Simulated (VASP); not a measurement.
Write the native input for VASP 6.6.1 that does the following.

```yaml
Task: single point
Functional: PBE
Potentials_or_basis: VASP PAW PBE potentials, release 64 (Pt)
Cutoff: 520 eV
k_mesh: 20 × 20 × 20
Occupations: gaussian, width 0.15 eV
Spin: no spin polarisation
Dipole_correction: no
Further_INCAR_settings: ALGO = Normal; EDIFF = 1e-06; NBANDS = 11
```

The structure of Pt lies in POSCAR:

```
Pt
1.0
    0.0000000000      2.0068475000      2.0068475000
    2.0068475000      0.0000000000      2.0068475000
    2.0068475000      2.0068475000      0.0000000000
Pt
1
Direct
    0.0000000000      0.0000000000      0.0000000000
```

This cell differs from its parent crystal: strain +0.025 along x and y, +0.025 along z.

One way to write it, as run:

INCAR

```
PREC = Accurate ; ENCUT = 520
EDIFF = 1E-6 ; ISMEAR = 0
SIGMA = 0.15 ; LREAL = F
LASPH = T ; NELM = 100
ALGO = Normal ; ISIF = 2
LWAVE = F ; LCHARG = F
GGA = PE ; NBANDS = 11
```

KPOINTS

```
Automatic mesh
0
Gamma
  20 20 20
```

Potentials or basis: VASP PAW PBE potentials, release 64 (Pt).

Run with:

```sh
$ cat potpaw_PBE.64/Pt/POTCAR > POTCAR
$ mpirun -np 1 vasp_std > vasp.out
```

It gave:

- Pressure: -7.8 GPa
- Band gap on the k mesh: zero (bands 5 and 6 overlap by 1.98 eV)

Caveat: the cell differs from its parent crystal (strain +0.025 along x and y, +0.025 along z); the cell stands under tension; spin-orbit coupling is left out, which moves the levels of the heavy elements.

It took 50 s on 1 thread of Intel Xeon 8259CL, on a shared host, peak memory 0.18 GiB.
